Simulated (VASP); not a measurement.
# Au (Fm-3m) in VASP: relaxation of cell and atoms with PBE

Aim: the relaxation of cell and atoms of Au with PBE.

All numbers are computed with VASP 6.6.1; they aren't measurements. Logs are shortened: lines on timing, memory, paths and dates and some standing lists are left out, and cuts for length are marked.

### Step 1. The cell of the first run

Symmetry: Fm-3m, No. 225, cubic system. The conventional cell has a = 4.157 Å, b = 4.157 Å, c = 4.157 Å, α = 90.00°, β = 90.00°, γ = 90.00°. Within 3.9 Å of Au (site symmetry m-3m) lie 12 Au at 2.94 Å.

### Step 2. Relaxation of cell and atoms, PBE, non-collinear spin, zero start, spin-orbit coupling

INCAR reads:

```
SYSTEM = Au
PREC = Accurate
ENCUT = 600
EDIFF = 1E-7
ISMEAR = -1
SIGMA = 0.05
LREAL = .FALSE.
LASPH = .TRUE.
NELM = 150
ALGO = Normal
ISIF = 3
LWAVE = .FALSE.
LCHARG = .FALSE.
LNONCOLLINEAR = .TRUE.
MAGMOM = 0 0 0
LORBIT = 11
LSORBIT = .TRUE.
GGA_COMPAT = .FALSE.
LORBMOM = .TRUE.
LMAXMIX = 4
GGA = PE
IBRION = 2
NSW = 60
EDIFFG = -0.005
```

KPOINTS reads:

```
Automatic mesh
0
G
  17 17 17
  0 0 0
```

POSCAR reads:

```
Au
1.0
    0.0000000000      2.0782718017      2.0782718017
    2.0782718017      0.0000000000      2.0782718017
    2.0782718017      2.0782718017      0.0000000000
Au
1
Direct
    0.0000000000      0.0000000000      0.0000000000
```

Potentials or basis: VASP PAW PBE potentials, release 64 (Au).

Command:

```
> cat potpaw_PBE.64/Au/POTCAR > POTCAR
> mpirun -np 1 vasp_ncl > vasp.out
```

OUTCAR:

```text
SYSTEM = Au
   PREC = Accurate
   ENCUT = 600
   EDIFF = 1E-7
   ISMEAR = -1
   LREAL = .FALSE.
   LASPH = .TRUE.
   NELM = 150
   ISIF = 3
   LNONCOLLINEAR = .TRUE.
   LORBIT = 11
   LSORBIT = .TRUE.
   GGA = PE
   IBRION = 2
   NSW = 60
   EDIFFG = -0.005

 ion  position               nearest neighbor table
   1  0.000  0.000  0.000-

  LATTYP: Found a face centered cubic cell.
 ALAT       =     4.1565436034

  Lattice vectors:

 A1 = (   0.0000000000,   2.0782718017,   2.0782718017)
 A2 = (   2.0782718017,   0.0000000000,   2.0782718017)
 A3 = (   2.0782718017,   2.0782718017,   0.0000000000)

Analysis of symmetry for initial positions (statically):
=====================================================================
 Subroutine PRICEL returns:
 Original cell was already a primitive cell.

 Routine SETGRP: Setting up the symmetry group for a
 face centered cubic supercell.

 Subroutine GETGRP returns: Found 48 space group operations
 (whereof 48 operations were pure point group operations)
 out of a pool of 48 trial point group operations.

The static configuration has the point symmetry O_h .

Analysis of symmetry for dynamics (positions and initial velocities):
=====================================================================
 Subroutine PRICEL returns:
 Original cell was already a primitive cell.

 Routine SETGRP: Setting up the symmetry group for a
 face centered cubic supercell.

 Subroutine GETGRP returns: Found 48 space group operations
 (whereof 48 operations were pure point group operations)
 out of a pool of 48 trial point group operations.

The dynamic configuration has the point symmetry O_h .

Analysis of structural, dynamic, and magnetic symmetry:
=====================================================================
 Subroutine PRICEL returns:
 Original cell was already a primitive cell.

 Routine SETGRP: Setting up the symmetry group for a
 face centered cubic supercell.

 Subroutine GETGRP returns: Found 48 space group operations
 (whereof 48 operations were pure point group operations)
 out of a pool of 48 trial point group operations.

The overall configuration has the point symmetry O_h .

 Subroutine INISYM returns: Found 48 space group operations
 (whereof 48 operations are pure point group operations),
 and found     1 'primitive' translations

----------------------------------------------------------------------------------------

                                     Primitive cell

  volume of cell :      17.9530

  direct lattice vectors                    reciprocal lattice vectors
     0.000000000  2.078271802  2.078271802    -0.240584509  0.240584509  0.240584509
     2.078271802  0.000000000  2.078271802     0.240584509 -0.240584509  0.240584509
     2.078271802  2.078271802  0.000000000     0.240584509  0.240584509 -0.240584509

  length of vectors
     2.939120168  2.939120168  2.939120168     0.416704592  0.416704592  0.416704592

  position of ions in fractional coordinates (direct lattice)
     0.000000000  0.000000000  0.000000000

  ion indices of the primitive-cell ions
   primitive index   ion index
                 1           1

----------------------------------------------------------------------------------------

 KPOINTS: Automatic mesh

Automatic generation of k-mesh.
 Grid dimensions read from file:
 generate k-points for:   17   17   17

 Generating k-lattice:

  Cartesian coordinates                     Fractional coordinates (reciprocal lattice)
    -0.014152030  0.014152030  0.014152030     0.058823529  0.000000000  0.000000000
     0.014152030 -0.014152030  0.014152030     0.000000000  0.058823529  0.000000000
     0.014152030  0.014152030 -0.014152030     0.000000000  0.000000000  0.058823529

  Length of vectors
     0.024512035  0.024512035  0.024512035

[... 60 lines left out ...]
   ISYM   =      2    0-nonsym 1-usesym 2-fastsym
   POTIM  = 0.5000    time-step for ionic-motion
   TEBEG  =    0.0;   TEEND  =   0.0 temperature during run
   PSTRESS=    0.0 pullay stress
   NELECT =      11.0000    total number of electrons
   NUPDOWN=      -1.0000    fix difference up-down
   EMIN   =  10.00;   EMAX   =-10.00  energy-range for DOS
   EFERMI =   0.00;   METHOD = LEGACY
   ISMEAR =    -1;   SIGMA  =   0.05  broadening in eV -4-tet -1-fermi 0-gaus
   EFERMI_NEDOS =   21; number of points for ismear=-14 and -15
   IALGO  =     38    algorithm
   IMIX   =      4    mixing-type and parameters
     AMIX     =   0.40;   BMIX     =  1.00
     AMIX_MAG =   1.60;   BMIX_MAG =  1.00
  volume/ion in A,a.u.               =      17.95       121.15
  Fermi-wavevector in a.u.,A,eV,Ry     =   1.390465  2.627598 26.305406  1.933393
  Thomas-Fermi vector in A             =   2.514397
   LORBIT       =     11    0 simple, 1 ext, 2 COOP (PROOUT), +10 PAW based schemes
   GGA     = PE    functional components
   LHFCALC =     F    Hartree Fock is set to
   AEXX    =    0.0000 exact exchange contribution
   IVDW    =     0    specifies the selected vdW correction
   LEPSILON=     F    determine dielectric tensor
   LRPA    =     F    only Hartree local field effects (RPA)
 conjugate gradient relaxation of ions
  energy-cutoff  :      600.00
  volume of cell :       17.95
 maximum number of plane-waves:      1224
   NGX = 11   NGY = 11   NGZ = 11

--------------------------------------- Ionic step        1  -------------------------------------------

 number of electron      11.0000002 magnetization       0.0000000      0.0000000      0.0000000

 number of electron      11.0000002 magnetization      -0.0000000     -0.0000000     -0.0000000

 Free energy of the ion-electron system (eV)
  ---------------------------------------------------
  ext. energy  EPLUGINS =         0.00000000
  ---------------------------------------------------
  free energy    TOTEN  =        -3.50532327 eV

  energy without entropy =       -3.50196897  energy(sigma->0) =       -3.50364612

------------------------ aborting loop because EDIFF is reached ----------------------------------------

  FORCE on cell =-STRESS in cart. coord.  units (eV):
  Direction    XX          YY          ZZ          XY          YZ          ZX
  --------------------------------------------------------------------------------------
  -------------------------------------------------------------------------------------
  Total       -0.1304983     -0.1304983     -0.1304983      0.0000000      0.0000000     -0.0000000
  in kB      -11.6460435    -11.6460435    -11.6460435      0.0000000      0.0000000     -0.0000000
  external PRESSURE =     -11.6460435 kB  Pullay stress =       0.0000000 kB
[... 61 lines left out ...]
 number of electron      11.0000002 magnetization       0.0000000      0.0000000      0.0000000

 number of electron      11.0000002 magnetization      -0.0000000     -0.0000000     -0.0000000

 Free energy of the ion-electron system (eV)
  ---------------------------------------------------
  ext. energy  EPLUGINS =         0.00000000
  ---------------------------------------------------
  free energy    TOTEN  =        -3.50587306 eV

  energy without entropy =       -3.50254247  energy(sigma->0) =       -3.50420776

 E-fermi :   8.9094     XC(G=0): -12.4657

 val. band max:        8.8946829662   @ k =  -0.4118   0.1176   0.0000
 cond. band min:       8.9178142413   @ k =  -0.2941   0.2353   0.0000
 fundamental gap:      0.0231312751
 Fermi energy:         8.9094062005

 k-point     1 :       0.0000    0.0000    0.0000
  band No.  band energies     occupation
      1      -0.6432      1.00000
      2      -0.6432      1.00000
      3       3.6456      1.00000
      4       3.6456      1.00000
      5       3.6456      1.00000
      6       3.6456      1.00000
[... 481 lines left out ...]
      5       3.7570      1.00000
      6       3.7570      1.00000
[... 10 lines left out ...]
     17      26.6018      0.00000
     18      26.6018      0.00000

 [... further k-points ...]

------------------------ aborting loop because EDIFF is reached ----------------------------------------

  FORCE on cell =-STRESS in cart. coord.  units (eV):
  Direction    XX          YY          ZZ          XY          YZ          ZX
  --------------------------------------------------------------------------------------
  -------------------------------------------------------------------------------------
  Total        0.0012443      0.0012443      0.0012443     -0.0000000      0.0000000      0.0000000
  in kB        0.1119710      0.1119710      0.1119710     -0.0000000      0.0000000      0.0000000
  external PRESSURE =       0.1119710 kB  Pullay stress =       0.0000000 kB
[... 16 lines left out ...]
  FREE ENERGIE OF THE ION-ELECTRON SYSTEM (eV)
  ---------------------------------------------------
  free  energy   TOTEN  =        -3.5058730568 eV

  energy  without entropy=       -3.5025424657  energy(sigma->0) =       -3.50420776

 reached required accuracy - stopping structural energy minimisation

 orbital moment (x)

 # of ion     p       d       tot
 ----------------------------------------
  1         0.000   0.000   0.000
 ----------------------------------------
            0.000   0.000   0.000

 orbital moment (y)

 # of ion     p       d       tot
 ----------------------------------------
  1         0.000  -0.000  -0.000
 ----------------------------------------
            0.000  -0.000  -0.000

 orbital moment (z)

 # of ion     p       d       tot
 ----------------------------------------
  1        -0.000   0.000  -0.000
 ----------------------------------------
           -0.000   0.000  -0.000

 Spin-Orbit-Coupling matrix elements

 Ion:    1  E_soc:     -0.5746015
 l=   1
     0.0000000    -0.0245486    -0.0245486
    -0.0245486     0.0000000    -0.0245486
    -0.0245486    -0.0245486     0.0000000
 l=   2
     0.0000000    -0.0155007     0.0000000    -0.0155007    -0.0557176
    -0.0155007     0.0000000    -0.0417882    -0.0155007    -0.0139294
     0.0000000    -0.0417882     0.0000000    -0.0417882     0.0000000
    -0.0155007    -0.0155007    -0.0417882     0.0000000    -0.0139294
    -0.0557176    -0.0139294     0.0000000    -0.0139294     0.0000000
 l=   3
     0.0000000     0.0000000     0.0000000     0.0000000     0.0000000     0.0000000     0.0000000
     0.0000000     0.0000000     0.0000000     0.0000000     0.0000000     0.0000000     0.0000000
     0.0000000     0.0000000     0.0000000     0.0000000     0.0000000     0.0000000     0.0000000
     0.0000000     0.0000000     0.0000000     0.0000000     0.0000000     0.0000000     0.0000000
     0.0000000     0.0000000     0.0000000     0.0000000     0.0000000     0.0000000     0.0000000
     0.0000000     0.0000000     0.0000000     0.0000000     0.0000000     0.0000000     0.0000000
     0.0000000     0.0000000     0.0000000     0.0000000     0.0000000     0.0000000     0.0000000

 total charge

# of ion       s       p       d       tot
------------------------------------------
    1        0.527   0.338   8.737   9.602

 magnetization (x)

# of ion       s       p       d       tot
------------------------------------------
    1        0.000   0.000   0.000   0.000

 magnetization (y)

# of ion       s       p       d       tot
------------------------------------------
    1        0.000   0.000   0.000   0.000

 magnetization (z)

# of ion       s       p       d       tot
------------------------------------------
    1        0.000   0.000   0.000   0.000
```

Wall time 8 min (1 thread of Intel Xeon 8259CL, shared host); peak memory 0.24 GiB.

What came out:

| Quantity | Value |
| --- | --- |
| Free energy | -3.5059 eV |
| Relaxed volume | 17.80 Å³/atom |
| Relaxed cell | a = 2.931 Å, b = 2.931 Å, c = 2.931 Å, α = 60.00°, β = 60.00°, γ = 60.00° |
| Space group after relaxing (to 0.1 Å) | Fm-3m (No. 225) |
| Energy gained by relaxing | 0.5 meV/atom |
| Ionic steps | 3 |
| Pressure after relaxing | 0.0 GPa |
| Net moment | 0.00 μB per cell |
| Valence electrons inside the program's atomic spheres | Au 9.60 |

The path:
```tsv
step	energy change (eV)	largest force (eV/Å)	pressure (GPa)	volume (Å³)
1	0.0000	0.0000	-1.16	17.95
2	0.0004	0.0000	1.59	17.62
3	-0.0005	0.0000	0.01	17.80
```

Final structure:
```cif
data_structure
_symmetry_space_group_name_H-M 'P 1'
_symmetry_Int_Tables_number 1
_cell_length_a 2.9310
_cell_length_b 2.9310
_cell_length_c 2.9310
_cell_angle_alpha 60.000
_cell_angle_beta 60.000
_cell_angle_gamma 60.000
_cell_volume 17.80
loop_
_atom_site_label
_atom_site_type_symbol
_atom_site_fract_x
_atom_site_fract_y
_atom_site_fract_z
_atom_site_occupancy
Au1 Au 0.00000 0.00000 0.00000 1
```

Moments on the atoms (μB; x, y, z):
```
Au  0.00 0.00 0.00
```
